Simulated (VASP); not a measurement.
# Bi3F (Im-3m) in VASP: further runs

Runs on Bi3F. Level: PBE. Tasks: single point, relaxation of cell and atoms.

Program: VASP 6.6.1. These are calculated values, not measurements. Logs are shortened: lines on timing, memory, paths and dates and some standing lists are left out, and cuts for length are marked.

### 1 The cell of the first run

Symmetry: Im-3m, No. 229, cubic system. Conventional cell: a = 6.244 Å, b = 6.244 Å, c = 6.244 Å, α = 90.00°, β = 90.00°, γ = 90.00°. Within 4.1 Å of Bi (site symmetry 4/mmm) lie 4 Bi at 3.12 Å and 2 F at 3.12 Å. Within 4.1 Å of F (site symmetry m-3m) lie 6 Bi at 3.12 Å.

### 2 Single point, PBE

Contents of INCAR:

```
PREC = Accurate
ENCUT = 520
EDIFF = 1E-6
ISMEAR = 0
SIGMA = 0.1
LREAL = F
LASPH = T
NELM = 100
ALGO = Normal
ISIF = 2
LWAVE = F
LCHARG = T
GGA = PE
LELF = T
LVHAR = T
NBANDS = 34
```

Contents of KPOINTS:

```
regular mesh
0
Gamma
  10 10 10
```

Contents of POSCAR:

```
Bi3F
1.0
   -3.1217934545      3.1217934545      3.1217934545
    3.1217934545     -3.1217934545      3.1217934545
    3.1217934545      3.1217934545     -3.1217934545
Bi F
3 1
Direct
    0.0000000000      0.5000000000      0.5000000000
    0.5000000000      0.0000000000      0.5000000000
    0.5000000000      0.5000000000      0.0000000000
    0.0000000000      0.0000000000      0.0000000000
```

Potentials or basis: VASP PAW PBE potentials, release 64 (Bi_d, F).

Started as:

```console
> cat potpaw_PBE.64/Bi_d/POTCAR potpaw_PBE.64/F/POTCAR > POTCAR
> mpirun -np 1 vasp_std > vasp.out
```

OUTCAR:

```text
PREC = Accurate
   ENCUT = 520
   EDIFF = 1E-6
   ISMEAR = 0
   LREAL = F
   LASPH = T
   NELM = 100
   ISIF = 2
   GGA = PE

 ion  position               nearest neighbor table
   1  0.000  0.500  0.500-   2 3.12   3 3.12   3 3.12   2 3.12
   2  0.500  0.000  0.500-   1 3.12   3 3.12   3 3.12   1 3.12
   3  0.500  0.500  0.000-   1 3.12   2 3.12   2 3.12   1 3.12
   4  0.000  0.000  0.000-

  LATTYP: Found a body centered cubic cell.
 ALAT       =     6.2435869090

  Lattice vectors:

 A1 = (  -3.1217934545,   3.1217934545,   3.1217934545)
 A2 = (   3.1217934545,  -3.1217934545,   3.1217934545)
 A3 = (   3.1217934545,   3.1217934545,  -3.1217934545)

Analysis of symmetry for initial positions (statically):
=====================================================================
 Subroutine PRICEL returns:
 Original cell was already a primitive cell.

 Routine SETGRP: Setting up the symmetry group for a
 body centered cubic supercell.

 Subroutine GETGRP returns: Found 48 space group operations
 (whereof 48 operations were pure point group operations)
 out of a pool of 48 trial point group operations.

The static configuration has the point symmetry O_h .

Analysis of symmetry for dynamics (positions and initial velocities):
=====================================================================
 Subroutine PRICEL returns:
 Original cell was already a primitive cell.

 Routine SETGRP: Setting up the symmetry group for a
 body centered cubic supercell.

 Subroutine GETGRP returns: Found 48 space group operations
 (whereof 48 operations were pure point group operations)
 out of a pool of 48 trial point group operations.

The dynamic configuration has the point symmetry O_h .

 Subroutine INISYM returns: Found 48 space group operations
 (whereof 48 operations are pure point group operations),
 and found     1 'primitive' translations

----------------------------------------------------------------------------------------

                                     Primitive cell

  volume of cell :     121.6949

  direct lattice vectors                    reciprocal lattice vectors
    -3.121793455  3.121793455  3.121793455     0.000000000  0.160164344  0.160164344
[... 81 lines left out ...]
   PREC   = accura    normal or accurate (medium, high low for compatibility)
   ISTART =      0    job   : 0-new  1-cont  2-samecut
   ICHARG =      2    charge: 1-file 2-atom 10-const
   ISPIN  =      1    spin polarized calculation?
   LNONCOLLINEAR =      F non collinear calculations
   LSORBIT =      F    spin-orbit coupling
   LASPH  =      T    aspherical Exc in radial PAW
   ENCUT  =  520.0 eV  38.22 Ry    6.18 a.u.  10.05 10.05 10.05*2*pi/ulx,y,z
   NELM   =    100;   NELMIN=  2; NELMDL= -5     # of ELM steps
   EDIFF  = 0.1E-05   stopping-criterion for ELM
   LREAL  =      F    real-space projection
   EDIFFG = 0.1E-04   stopping-criterion for IOM
   NSW    =      0    number of steps for IOM
   IBRION =     -1    ionic relax: 0-MD 1-quasi-New 2-CG
   NFREE  =      0    steps in history (QN), initial steepest desc. (CG)
   ISIF   =      2    stress and relaxation
   ISYM   =      2    0-nonsym 1-usesym 2-fastsym
   POTIM  = 0.5000    time-step for ionic-motion
   TEBEG  =    0.0;   TEEND  =   0.0 temperature during run
   PSTRESS=    0.0 pullay stress
   NELECT =      52.0000    total number of electrons
   NUPDOWN=      -1.0000    fix difference up-down
   EMIN   =  10.00;   EMAX   =-10.00  energy-range for DOS
   EFERMI =   0.00;   METHOD = LEGACY
   ISMEAR =     0;   SIGMA  =   0.10  broadening in eV -4-tet -1-fermi 0-gaus
   EFERMI_NEDOS =   21; number of points for ismear=-14 and -15
   IALGO  =     38    algorithm
   IMIX   =      4    mixing-type and parameters
     AMIX     =   0.40;   BMIX     =  1.00
     AMIX_MAG =   1.60;   BMIX_MAG =  1.00
  volume/ion in A,a.u.               =      30.42       205.31
  Fermi-wavevector in a.u.,A,eV,Ry     =   1.233063  2.330150 20.686887  1.520443
  Thomas-Fermi vector in A             =   2.367808
   LORBIT       =      0    0 simple, 1 ext, 2 COOP (PROOUT), +10 PAW based schemes
   GGA     = PE    functional components
   LHFCALC =     F    Hartree Fock is set to
   AEXX    =    0.0000 exact exchange contribution
   IVDW    =     0    specifies the selected vdW correction
   LEPSILON=     F    determine dielectric tensor
   LRPA    =     F    only Hartree local field effects (RPA)
 non-spin polarized calculation
 Gauss-broadening in eV      SIGMA  =   0.10
  energy-cutoff  :      520.00
  volume of cell :      121.69
 maximum number of plane-waves:      3319
   NGX = 21   NGY = 21   NGZ = 21

 number of electron      51.9999977 magnetization

 Free energy of the ion-electron system (eV)
  ---------------------------------------------------
  ext. energy  EPLUGINS =         0.00000000
  ---------------------------------------------------
  free energy    TOTEN  =       -14.44139279 eV

  energy without entropy =      -14.42216360  energy(sigma->0) =      -14.43177820

 E-fermi :   5.4911     XC(G=0):  -9.3079

 val. band max:        5.4669918980   @ k =   0.5000   0.0000   0.0000
 cond. band min:       5.4949900302   @ k =   0.4000   0.0000   0.0000
 fundamental gap:      0.0279981321
 Fermi energy:         5.4910847485

 k-point     1 :       0.0000    0.0000    0.0000
  band No.  band energies     occupation
      1     -17.9626      2.00000
      2     -17.9626      2.00000
      3     -17.8875      2.00000
      4     -17.8216      2.00000
      5     -17.8216      2.00000
      6     -17.8216      2.00000
[... 877 lines left out ...]
     33      11.3478      0.00000
     34      11.5162      0.00000

 [... further k-points ...]
[... 5 lines left out ...]
  --------------------------------------------------------------------------------------
  -------------------------------------------------------------------------------------
  Total       -0.0881822     -0.0881822     -0.0881822      0.0000000      0.0000000      0.0000000
  in kB       -1.1609651     -1.1609651     -1.1609651      0.0000000      0.0000000      0.0000000
  external PRESSURE =      -1.1609651 kB  Pullay stress =       0.0000000 kB

 VOLUME and BASIS-vectors are now :
 -----------------------------------------------------------------------------
  energy-cutoff  :      520.00
  volume of cell :      121.69
      direct lattice vectors                 reciprocal lattice vectors
    -3.121793455  3.121793455  3.121793455     0.000000000  0.160164344  0.160164344
     3.121793455 -3.121793455  3.121793455     0.160164344  0.000000000  0.160164344
     3.121793455  3.121793455 -3.121793455     0.160164344  0.160164344  0.000000000

 POSITION                                       TOTAL-FORCE (eV/Angst)
 -----------------------------------------------------------------------------------
      3.12179      0.00000      0.00000         0.000000     -0.000000      0.000000
      0.00000      3.12179      0.00000        -0.000000      0.000000     -0.000000
      0.00000      0.00000      3.12179         0.000000     -0.000000      0.000000
      0.00000      0.00000      0.00000        -0.000000     -0.000000      0.000000
 -----------------------------------------------------------------------------------
    total drift:                               -0.000000     -0.000000      0.000000

  FREE ENERGIE OF THE ION-ELECTRON SYSTEM (eV)
  ---------------------------------------------------
  free  energy   TOTEN  =       -14.4413927888 eV

  energy  without entropy=      -14.4221636017  energy(sigma->0) =      -14.43177820
```

OSZICAR:

```text
N       E                     dE             d eps       ncg     rms          rms(c)
DAV:   1     0.591990906322E+03    0.59199E+03   -0.26625E+04  3196   0.180E+03
DAV:   2     0.556439502864E+02   -0.53635E+03   -0.52315E+03  3228   0.489E+02
DAV:   3    -0.129846984093E+02   -0.68629E+02   -0.67284E+02  3920   0.187E+02
DAV:   4    -0.159912991827E+02   -0.30066E+01   -0.29933E+01  3636   0.415E+01
DAV:   5    -0.161134072765E+02   -0.12211E+00   -0.12208E+00  4442   0.799E+00    0.674E+00
DAV:   6    -0.146322285548E+02    0.14812E+01   -0.68428E+00  3630   0.109E+01    0.428E+00
DAV:   7    -0.144946357746E+02    0.13759E+00   -0.93617E-01  3962   0.444E+00    0.125E+00
DAV:   8    -0.144764070740E+02    0.18229E-01   -0.21990E-01  4182   0.406E+00    0.116E+00
DAV:   9    -0.144396690077E+02    0.36738E-01   -0.83495E-02  3988   0.237E+00    0.149E-01
DAV:  10    -0.144413964915E+02   -0.17275E-02   -0.14164E-02  3616   0.674E-01    0.487E-02
DAV:  11    -0.144415640441E+02   -0.16755E-03   -0.72253E-04  4278   0.188E-01    0.786E-02
DAV:  12    -0.144413867778E+02    0.17727E-03   -0.31816E-04  4494   0.119E-01    0.492E-03
DAV:  13    -0.144413927325E+02   -0.59547E-05   -0.59432E-05  3606   0.372E-02    0.554E-03
DAV:  14    -0.144413971605E+02   -0.44280E-05   -0.20085E-05  3484   0.220E-02    0.154E-02
DAV:  15    -0.144413926062E+02    0.45543E-05   -0.12460E-05  3482   0.181E-02    0.724E-04
DAV:  16    -0.144413927888E+02   -0.18263E-06   -0.14899E-06  2382   0.527E-03
   1 F= -.14441393E+02 E0= -.14431778E+02  d E =-.192292E-01
```

Wall time 3.5 min (1 thread of Intel Xeon Platinum 8259CL at 2.50GHz (Skylake/Cascade Lake), shared host); peak memory 0.33 GiB.

What came out:

| Property | Result |
| --- | --- |
| Free energy | -14.4414 eV |
| Pressure | -0.1 GPa |
| Band gap on the k mesh | zero (band 26 reaches 6.65 eV, above the bottom of band 27 at 5.31 eV) |

Caveat: spin-orbit coupling is left out, which moves the levels of the heavy elements.

### 3 Relaxation of cell and atoms, PBE

This run uses another cell than the first one, of 30.50 Å³/atom, 1.003 times its volume.

Contents of INCAR:

```
PREC = Accurate
ENCUT = 600
EDIFF = 1E-6
ISMEAR = 0
SIGMA = 0.1
LREAL = False
LASPH = True
NELM = 100
ALGO = Normal
ISIF = 3
LWAVE = False
LCHARG = False
GGA = PE
IBRION = 2
NSW = 100
EDIFFG = -0.01
```

Contents of KPOINTS:

```
Automatic mesh
0
Gamma
  10 10 10
```

Contents of POSCAR:

```
Bi3F
1.0
   -3.1245199680      3.1245199680      3.1245199680
    3.1245199680     -3.1245199680      3.1245199680
    3.1245199680      3.1245199680     -3.1245199680
Bi F
3 1
Direct
    0.0000000000      0.5000000000      0.5000000000
    0.5000000000      0.0000000000      0.5000000000
    0.5000000000      0.5000000000      0.0000000000
    0.0000000000      0.0000000000      0.0000000000
```

Potentials or basis: VASP PAW PBE potentials, release 64 (Bi_d, F).

Started as:

```console
> cat potpaw_PBE.64/Bi_d/POTCAR potpaw_PBE.64/F/POTCAR > POTCAR
> mpirun -np 1 vasp_std > vasp.out
```

Run time: 7.2 min. Hardware: 1 thread of Intel Xeon Platinum 8259CL at 2.50GHz (Skylake/Cascade Lake), shared host; peak memory 0.43 GiB.

The run converged. Its results:

* Free energy: -14.4429 eV
* Relaxed volume: 30.36 Å³/atom
* Relaxed cell: a = 5.403 Å, b = 5.403 Å, c = 5.403 Å, α = 109.47°, β = 109.47°, γ = 109.47°
* Space group after relaxing (to 0.05 Å): Im-3m (No. 229)
* Energy gained by relaxing: 0.1 meV/atom
* Ionic steps: 2
* Pressure after relaxing: 0.0 GPa
* Band gap on the k mesh: zero (band 26 reaches 6.67 eV, above the bottom of band 27 at 5.34 eV)

The path:
| step | energy change (eV) | largest force (eV/Å) | pressure (GPa) | volume (Å³) |
| --- | --- | --- | --- | --- |
| 1 | 0.0000 | 0.0000 | -0.17 | 122.01 |
| 2 | -0.0003 | 0.0000 | 0.01 | 121.44 |

Final structure:
```yaml
crystal:
  lattice:
    - [-3.11961, 3.11961, 3.11961]
    - [3.11961, -3.11961, 3.11961]
    - [3.11961, 3.11961, -3.11961]
  atoms:
    - { symbol: Bi, position: [0.00000, 0.50000, 0.50000] }
    - { symbol: Bi, position: [0.50000, 0.00000, 0.50000] }
    - { symbol: Bi, position: [0.50000, 0.50000, 0.00000] }
    - { symbol: F, position: [0.00000, 0.00000, 0.00000] }
```

Levels at points of the mesh, in eV from the Fermi level:
| k point | band 23 | band 24 | band 25 | band 26 | band 27 | band 28 | band 29 | band 30 |
| --- | --- | --- | --- | --- | --- | --- | --- | --- |
| (0.00, 0.00, 0.00) | -3.61 | -3.61 | -3.61 | 0.38 | 0.38 | 0.38 | 3.44 | 3.44 |
| (0.50, 0.00, 0.00) | -3.62 | -1.88 | -0.87 | -0.25 | -0.03 | 0.13 | 0.70 | 1.53 |
| (0.50, 0.50, 0.50) | -3.28 | -3.28 | -3.28 | 1.16 | 1.16 | 1.16 | 5.77 | 5.77 |

Caveat: spin-orbit coupling is left out, which moves the levels of the heavy elements.

(Continued in part 2 of 2.)
